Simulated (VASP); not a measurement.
Wanted: the native input for a VASP 6.6.1 run.

```
Task                   : relaxation of cell and atoms
Functional             : PBE
Potentials or basis    : VASP PAW PBE potentials, release 64 (Ta_pv, B, N)
Cutoff                 : 600 eV
k mesh                 : 8 × 8 × 8
Occupations            : gaussian, width 0.1 eV
Spin                   : no spin polarisation
Dipole correction      : no
Further INCAR settings : ALGO = Normal; EDIFF = 1e-07; IBRION = 2; EDIFFG = -0.001; NSW = 80; ISIF = 3
```

The structure of Ta3BN3 lies in POSCAR:

```
Ta3BN3
1.0
    4.3523248471      0.0000000000      0.0000000000
    0.0000000000      4.3523248471      0.0000000000
    0.0000000000      0.0000000000      4.3523248471
Ta B N
3 1 3
Direct
    0.5000000000      0.0000000000      0.0000000000
    0.0000000000      0.5000000000      0.0000000000
    0.0000000000      0.0000000000      0.5000000000
    0.0000000000      0.0000000000      0.0000000000
    0.0000000000      0.5000000000      0.5000000000
    0.5000000000      0.0000000000      0.5000000000
    0.5000000000      0.5000000000      0.0000000000
```

These files were run (other wordings do the same):

INCAR

```
SYSTEM = Ta3BN3
ALGO = Normal ; EDIFF = 1E-7
EDIFFG = -0.001 ; ENCUT = 600
GGA = PE ; IBRION = 2
ISIF = 3 ; ISMEAR = 0
LASPH = .TRUE. ; LCHARG = .FALSE.
LREAL = .FALSE. ; LWAVE = .FALSE.
NELM = 60 ; NSW = 80
PREC = Accurate ; SIGMA = 0.1
```

KPOINTS

```
k-points
0
G
  8 8 8
  0 0 0
```

Potentials or basis: VASP PAW PBE potentials, release 64 (Ta_pv, B, N).

Launch:

```bash
$ cat potpaw_PBE.64/Ta_pv/POTCAR potpaw_PBE.64/B/POTCAR potpaw_PBE.64/N/POTCAR > POTCAR
$ mpirun -np 1 vasp_std > vasp.out
```

It gave:

* Relaxed volume: 11.79 Å³/atom
* Relaxed cell: a = 4.354 Å, b = 4.354 Å, c = 4.354 Å, α = 90.00°, β = 90.00°, γ = 90.00°
* Space group after relaxing (to 0.1 Å): Pm-3m (No. 221)
* Energy gained by relaxing: 0.0 meV/atom
* Ionic steps: 3
* Pressure after relaxing: 0.0 GPa
* Band gap on the k mesh: zero (an odd number of electrons rules out a gap without spin polarisation)

Caveat: spin-orbit coupling is left out, which moves the levels of the heavy elements; an odd number of electrons without spin polarisation forces a metal; a magnetic or distorted state may lie lower.

Wall time 6.4 min on 1 thread of Intel Xeon 8259CL (shared host), peak memory 0.28 GiB.
